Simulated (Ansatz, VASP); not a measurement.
# One calculation of SiO2, two programs

The input INCAR:

```
PREC     = Accurate       # precision mode
ENCUT    = 520            # plane-wave cutoff, eV
EDIFF    = 1E-8           # SCF threshold, eV
ISMEAR   = -1             # smearing method
SIGMA    = 0.02           # smearing width, eV
LREAL    = F              # projectors in reciprocal space
LASPH    = T              # aspherical terms in the spheres
NELM     = 80             # most SCF steps
ALGO     = Normal         # electronic algorithm
ISIF     = 2              # what is computed and relaxed
LWAVE    = F              # write WAVECAR
LCHARG   = F              # write CHGCAR
GGA      = PE             # functional
LEFG     = T            
NBANDS   = 44             # bands
```

KPOINTS

```
Automatic mesh
0
Gamma
  6 6 5
```

The input POSCAR:

```
SiO2
1.0
    4.9780000000      0.0000000000      0.0000000000
    0.0000000000      4.9780000000      0.0000000000
    0.0000000000      0.0000000000      6.9480000000
Si O
4 8
Direct
    0.3000400000      0.3000400000      0.0000000000
    0.1999600000      0.8000400000      0.2500000000
    0.6999600000      0.6999600000      0.5000000000
    0.8000400000      0.1999600000      0.7500000000
    0.2397600000      0.1032400000      0.1784400000
    0.3967600000      0.7397600000      0.4284400000
    0.7602400000      0.8967600000      0.6784400000
    0.6032400000      0.2602400000      0.9284400000
    0.7397600000      0.3967600000      0.5715600000
    0.8967600000      0.7602400000      0.3215600000
    0.2602400000      0.6032400000      0.0715600000
    0.1032400000      0.2397600000      0.8215600000
```

Input for Ansatz:

```yaml
crystal:
  lattice:
    - [4.978, 0.0, 0.0]
    - [0.0, 4.978, 0.0]
    - [0.0, 0.0, 6.948]
  atoms:
    - { symbol: Si, position: [0.30004, 0.30004, 0.0] }
    - { symbol: Si, position: [0.19996, 0.80004, 0.25] }
    - { symbol: Si, position: [0.69996, 0.69996, 0.5] }
    - { symbol: Si, position: [0.80004, 0.19996, 0.75] }
    - { symbol: O, position: [0.23976, 0.10324, 0.17844] }
    - { symbol: O, position: [0.39676, 0.73976, 0.42844] }
    - { symbol: O, position: [0.76024, 0.89676, 0.67844] }
    - { symbol: O, position: [0.60324, 0.26024, 0.92844] }
    - { symbol: O, position: [0.73976, 0.39676, 0.57156] }
    - { symbol: O, position: [0.89676, 0.76024, 0.32156] }
    - { symbol: O, position: [0.26024, 0.60324, 0.07156] }
    - { symbol: O, position: [0.10324, 0.23976, 0.82156] }
kpoints:
  mp_grid: { grid: [6, 6, 5] }
scf:
  occupations: { method: fermi_dirac, width: 0.02 }
hamiltonian:
  xc: pbe
  pseudopotentials: { kind: paw }
output:
  forces: true
  stress: true
  populations: true
  efg: { quadrupole_moments_barn: { O: -0.02558 }, contact_densities: true }
  write_density: true
  write_potential: true
  elf: true
  volumetric_format: npy
```

Alike in both runs: task electric field gradients; functional PBE; k mesh 6 × 6 × 5; occupations fermi-dirac, width 0.02 eV; no spin polarisation.

```csv
,VASP,Ansatz
version,VASP 6.6.1,Ansatz 0.2.0
potentials or method,"VASP PAW PBE potentials, release 64 (Si, O)","plane-wave PAW, scalar-relativistic"
plane-wave cutoff (eV),520,420
valence electrons in the cell,64,64
```

Ansatz gave:

- gap on the k mesh at the Fermi level (eV): 5.77
- pressure (GPa): 6.9
- traceless stress, the component that is largest in VASP (GPa): -0.44
- rms of the force components (eV/Å): 0.219
- size of Vzz on the site where it differs most (V/Å²): 91.5

Question: Estimate VASP's values.

Answer: gap on the k mesh at the Fermi level (eV): 5.78; pressure (GPa): 7.0; traceless stress, the component that is largest in VASP (GPa): -0.49; rms of the force components (eV/Å): 0.216; size of Vzz on the site where it differs most (V/Å²): 87.0.

Atom by atom the forces differ by 0.008 eV/Å (rms over components).
